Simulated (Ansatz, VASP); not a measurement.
**Two plane-wave programs on TiSn5**

The input INCAR:

```
SYSTEM = TiSn5
PREC = Accurate ; ENCUT = 520
EDIFF = 1E-6 ; ISMEAR = 0
SIGMA = 0.1 ; LREAL = .FALSE.
LASPH = .TRUE. ; NELM = 80
ALGO = Normal ; ISIF = 2
LWAVE = .FALSE. ; LCHARG = .FALSE.
GGA = PE ; NBANDS = 50
```

Contents of KPOINTS:

```
Automatic mesh
0
G
  4 4 4
  0 0 0
```

File POSCAR:

```
TiSn5
1.0
    0.0000000000      4.2647514300      4.2647514300
    4.2647514300      0.0000000000      4.2647514300
    4.2647514300      4.2647514300      0.0000000000
Ti Sn
1 5
Direct
    0.0000000000      0.0000000000      0.0000000000
    0.2500000000      0.2500000000      0.2500000000
    0.1250000000      0.6250000000      0.6250000000
    0.6250000000      0.6250000000      0.6250000000
    0.6250000000      0.1250000000      0.6250000000
    0.6250000000      0.6250000000      0.1250000000
```

Input for Ansatz:

```yaml
crystal:
  lattice:
    - [0.0, 4.26475143, 4.26475143]
    - [4.26475143, 0.0, 4.26475143]
    - [4.26475143, 4.26475143, 0.0]
  atoms:
    - { symbol: Ti, position: [0.0, 0.0, 0.0] }
    - { symbol: Sn, position: [0.25, 0.25, 0.25] }
    - { symbol: Sn, position: [0.125, 0.625, 0.625] }
    - { symbol: Sn, position: [0.625, 0.625, 0.625] }
    - { symbol: Sn, position: [0.625, 0.125, 0.625] }
    - { symbol: Sn, position: [0.625, 0.625, 0.125] }
basis:
  ecutwfc: 420
kpoints:
  mp_grid: { grid: [4, 4, 4] }
hamiltonian:
  xc: pbe
scf:
  occupations: { method: gaussian, width: 0.1 }
  lower_state_search: "off"
output:
  forces: true
  stress: true
  eigenvalues: true
```

Change from the starting cell: species swapped into the ZrCu5 type (F-43m, No. 216).

Alike in both runs: task single point; functional PBE; k mesh 4 × 4 × 4; occupations gaussian, width 0.1 eV; no spin polarisation.

```csv
,VASP,Ansatz
version,VASP 6.6.1,Ansatz 0.2.0
potentials or method,"VASP PAW PBE potentials, release 64 (Ti_sv, Sn_d), cutoff 520 eV","scalar-relativistic, plane waves, PAW"
valence electrons in the cell,82,82
```

```csv
,VASP,Ansatz,Ansatz less VASP
gap on the k mesh at the Fermi level (eV),none,none,-
pressure (GPa),2.1,2.1,+0.05
```

A gap of «none» marks a metal or a gap that the smearing closes. With one functional, cell and mesh, what is left measures potentials, basis and numerics.
